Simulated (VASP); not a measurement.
Crystal: Si2Ni.

```
Ni Si
1.0
     0.00000    2.72380    2.72380
     2.72380    0.00000    2.72380
     2.72380    2.72380    0.00000
Ni Si
1 2
Direct
  0.00000 0.00000 0.00000
  0.75000 0.75000 0.75000
  0.25000 0.25000 0.25000
```

Base run:

| Item | Value |
| --- | --- |
| Program | VASP 6.6.1 |
| Functional | PBE |
| Potentials or basis | VASP PAW PBE potentials, release 64 (Ni_sv_GW, Si) |
| Cutoff | 590 eV |
| k mesh | 9 × 9 × 9 |
| Occupations | fermi-dirac, width 0.05 eV |
| Spin | collinear spin, ferromagnetic start |
| Starting moments | [1.0, 0.0, 0.0] μB |
| Hubbard terms | Ni d U = 8.0 eV |

Its results: band gap on the k mesh zero (filled and empty bands overlap); pressure -1.9 GPa; net moment 0.00 μB per cell.

Task: The run is repeated on the same cell with these changes: potentials or basis from VASP PAW PBE potentials, release 64 (Ni_sv_GW, Si) to VASP PAW PBE potentials, release 64 (Ni, Si); cutoff from 590 eV to 520 eV; further incar settings from ALGO = Normal; EDIFF = 1e-06; NBANDS = 24 to ALGO = Normal; EDIFF = 1e-07; NBANDS = 20; valence electrons from 26 to 18. What comes out?

Result: Band gap on the k mesh zero (filled and empty bands overlap); pressure -7.7 GPa; net moment 0.00 μB per cell.

Caveats: the U is typed as a test and isn't derived for this compound.
